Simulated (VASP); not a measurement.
Runs of VASP 6.6.1 on Pb. The structure is that of space group Cmce (No. 64), or close to it. The cells are those of the table. 

```csv
task,cell,k mesh,cutoff (eV),gap on the mesh (eV),pressure (GPa),relaxed volume (Å³/atom),largest force (eV/Å)
relaxation of cell and atoms,"relaxed from a = 5.277, b = 5.277, c = 5.370 Å, angles 90.0, 90.0, 118.9°, 4 atoms",4 × 4 × 4,600,none,-0.1,(a),0.02
relaxation of cell and atoms,"relaxed from a = 6.578, b = 6.578, c = 5.234 Å, angles 90.0, 90.0, 145.0°, 4 atoms",4 × 4 × 4,600,none,0.0,31.15,0.04
single point,"a = 5.277, b = 5.277, c = 5.370 Å, angles 90.0, 90.0, 118.9°, 4 atoms",4 × 4 × 4,520,none,(b),-,0.79
single point,"a = 6.578, b = 6.578, c = 5.234 Å, angles 90.0, 90.0, 145.0°, 4 atoms",6 × 6 × 4,520,none,20.4,-,4.32
single point,"a = 5.475, b = 5.475, c = 5.431 Å, angles 90.0, 90.0, 119.9°, 4 atoms",4 × 4 × 4,520,none,0.0,-,0.02
```

Alike in all rows: level PBEsol; potentials or basis VASP PAW PBE potentials, release 64 (Pb_d); no spin polarisation; smearing gaussian 0.1 eV.

Fill in the values left out.

(a) 35.28; (b) 3.2.

Caveats: some runs use coarse meshes; the PAW data sets were made with another functional, which shifts forces and pressure a little; spin-orbit coupling is left out, which moves the levels of the heavy elements.

A k mesh can miss the band edges, and the runs leave out spin-orbit coupling on Pb.

A gap of «none» marks levels without a gap at the run's occupations.
